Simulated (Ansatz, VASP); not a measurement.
# One calculation of Sb, two programs

```xyz
2
Lattice="2.1542 1.2437 3.7580 -2.1542 1.2437 3.7580 0.0000 -2.4875 3.7580" Properties=species:S:1:pos:R:3 pbc="T T T"
Sb    0.0000    0.0000    8.6416
Sb    0.0000    0.0000    2.6324
```

Alike in both runs: task single point; functional PBE; k mesh 8 × 8 × 8; occupations gaussian, width 0.1 eV; no spin polarisation.

```csv
,VASP,Ansatz
version,VASP 6.6.1,Ansatz 0.2.0
potentials or method,"VASP PAW PBE potentials, release 64 (Sb), cutoff 520 eV","all-electron LAPW, scalar-relativistic"
```

```csv
,VASP,Ansatz,Ansatz less VASP
gap on the k mesh at the Fermi level (eV),none,none,-
pressure (GPa),2.8,2.7,-0.06
"traceless stress, the component that is largest in VASP (GPa)",-0.43,-0.38,+0.049
rms of the force components (eV/Å),0.114,0.090,-0.0241
```

Atom by atom the forces differ by 0.024 eV/Å (rms over components). A gap of «none» marks a metal or a gap that the smearing closes. Ansatz ran all-electron here, and VASP with PAW potentials.

Spin-orbit coupling is off throughout.
